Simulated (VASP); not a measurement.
Set up this calculation in VASP 6.6.1, as the native input.

```
Task                   : single point
Functional             : PBE
Potentials or basis    : VASP PAW PBE potentials, release 64 (Ta_pv, N)
Cutoff                 : 520 eV
k mesh                 : 15 × 15 × 8
Occupations            : methfessel-paxton, width 0.5 eV
Spin                   : no spin polarisation
Dipole correction      : no
Further INCAR settings : ALGO = Normal; EDIFF = 1e-06; NBANDS = 24
```

The structure of TaN lies in POSCAR:

```
TaN
1.0
    3.0500010905      0.0000000000      0.0000000000
   -1.5250005453      2.6413784260      0.0000000000
    0.0000000000      0.0000000000      4.9400000000
Ta N
2 2
Direct
    0.3333333333      0.6666666667      0.0000000000
    0.6666666667      0.3333333333      0.5000000000
    0.3333333333      0.6666666667      0.3850000000
    0.6666666667      0.3333333333      0.8850000000
```

One way to write it, as run:

INCAR

```
SYSTEM = TaN
PREC = Accurate ; ENCUT = 520
EDIFF = 1E-6 ; ISMEAR = 1
SIGMA = 0.5 ; LREAL = .False.
LASPH = .True. ; NELM = 100
ALGO = Normal ; ISIF = 2
LWAVE = .False. ; LCHARG = .True.
GGA = PE ; LELF = .True.
LVHAR = .True. ; NBANDS = 24
```

KPOINTS

```
regular mesh
0
Gamma
  15 15 8
  0 0 0
```

Potentials or basis: VASP PAW PBE potentials, release 64 (Ta_pv, N).

The run is started by

```console
$ cat potpaw_PBE.64/Ta_pv/POTCAR potpaw_PBE.64/N/POTCAR > POTCAR
$ mpirun -np 1 vasp_std > vasp.out
```

Results of the run:

The pressure is 140.2 GPa, the largest force is 2.399 eV/Å and the band gap on the k mesh is zero (band 16 reaches 11.00 eV, above the bottom of band 17 at 8.14 eV).

Caveat: spin-orbit coupling is left out, which moves the levels of the heavy elements; forces of over 1 eV/Å act on the atoms, so gaps and moduli don't describe the material at rest.

Run time: 36 s on 1 thread of Intel(R) Xeon(R) 6975P-C (Granite Rapids), on a shared host, peak memory 0.24 GiB.
